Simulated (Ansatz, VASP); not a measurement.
# Au: VASP beside Ansatz

```
Au
1.0
     0.00000    2.09203    2.09203
     2.09203    0.00000    2.09203
     2.09203    2.09203    0.00000
Au
1
Direct
  0.00000 0.00000 0.00000
```

Change from the starting cell: volume scaled by 1.02, PAW files.

Alike in both runs: task electric field gradients; functional PBE; k mesh 14 × 14 × 14; occupations fermi-dirac, width 0.03 eV; no spin polarisation.

|  | VASP | Ansatz |
| --- | --- | --- |
| version | VASP 6.6.1 | Ansatz 0.2.0 |
| potentials or method | VASP PAW PBE potentials, release 64 (Au) | PAW with Ansatz's default frozen-core files, scalar-relativistic |
| plane-wave cutoff (eV) | 520 | 420 |
| valence electrons in the cell | 11 | 19 |

|  | VASP | Ansatz | Ansatz less VASP |
| --- | --- | --- | --- |
| pressure (GPa) | -2.8 | -2.6 | +0.20 |

With one functional, cell and mesh, what is left measures potentials, basis and numerics. VASP's potentials hold 11 valence electrons a cell and Ansatz's 19, so a difference there can come from the potentials and not from the codes.

Neither program's run includes spin-orbit coupling.
